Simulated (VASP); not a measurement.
Write the native input for VASP 6.6.1 that does the following.

```yaml
Task: single point
Functional: r2SCAN
Potentials_or_basis: VASP PAW PBE potentials, release 64 (Pr)
Cutoff: 520 eV
k_mesh: 13 × 13 × 13
Occupations: fermi-dirac, width 0.1 eV
Spin: no spin polarisation
Dipole_correction: no
Further_INCAR_settings: ALGO = Normal; EDIFF = 1e-06; NBANDS = 12
```

The system is Pr.

```
CELL_PARAMETERS angstrom
0.00000 2.32268 2.32268
2.32268 0.00000 2.32268
2.32268 2.32268 0.00000
ATOMIC_POSITIONS crystal
Pr 0.00000 0.00000 0.00000
```

These files were run (other wordings do the same):

POSCAR

```
Pr
1.0
    0.0000000000      2.3226809327      2.3226809327
    2.3226809327      0.0000000000      2.3226809327
    2.3226809327      2.3226809327      0.0000000000
Pr
1
Direct
    0.0000000000      0.0000000000      0.0000000000
```

INCAR.step1

```
SYSTEM = Pr
PREC     = Accurate       ! precision mode
ENCUT    = 520            ! plane-wave cutoff, eV
ISMEAR   = -1             ! smearing method
SIGMA    = 0.1            ! smearing width, eV
LREAL    = .FALSE.        ! projectors in reciprocal space
LASPH    = .TRUE.         ! aspherical terms in the spheres
NELM     = 60             ! most SCF steps
NBANDS   = 12             ! bands
GGA      = PE             ! functional
ALGO     = Normal         ! electronic algorithm
EDIFF    = 1E-4           ! SCF threshold, eV
LWAVE    = .TRUE.         ! write WAVECAR
LCHARG   = .FALSE.        ! write CHGCAR
```

INCAR.step2

```
SYSTEM = Pr
PREC     = Accurate       ! precision mode
ENCUT    = 520            ! plane-wave cutoff, eV
EDIFF    = 1E-6           ! SCF threshold, eV
ISMEAR   = -1             ! smearing method
SIGMA    = 0.1            ! smearing width, eV
LREAL    = .FALSE.        ! projectors in reciprocal space
LASPH    = .TRUE.         ! aspherical terms in the spheres
NELM     = 60             ! most SCF steps
ALGO     = Normal         ! electronic algorithm
ISIF     = 2              ! what is computed and relaxed
LWAVE    = .FALSE.        ! write WAVECAR
LCHARG   = .TRUE.         ! write CHGCAR
METAGGA  = R2SCAN         ! meta-GGA
LMIXTAU  = .TRUE.       
LELF     = .TRUE.         ! ELF
LVHAR    = .TRUE.       
NBANDS   = 12             ! bands
ISTART   = 1
```

KPOINTS

```
Automatic mesh
0
G
  13 13 13
  0 0 0
```

Potentials or basis: VASP PAW PBE potentials, release 64 (Pr).

The run is started by

```console
$ cat potpaw_PBE.64/Pr/POTCAR > POTCAR
$ cp INCAR.step1 INCAR
$ mpirun -np 1 vasp_std > vasp.out
$ cp INCAR.step2 INCAR
$ mpirun -np 1 vasp_std > vasp.out
```

Results of the run:

| Item | Value |
| --- | --- |
| Pressure | -0.5 GPa |

Caveat: the PAW data sets were made with another functional, which shifts forces and pressure a little.

It took 2.6 min on 1 thread of AMD EPYC 7R43 64-Core Processor (Zen 3), on a shared host, peak memory 0.13 GiB.
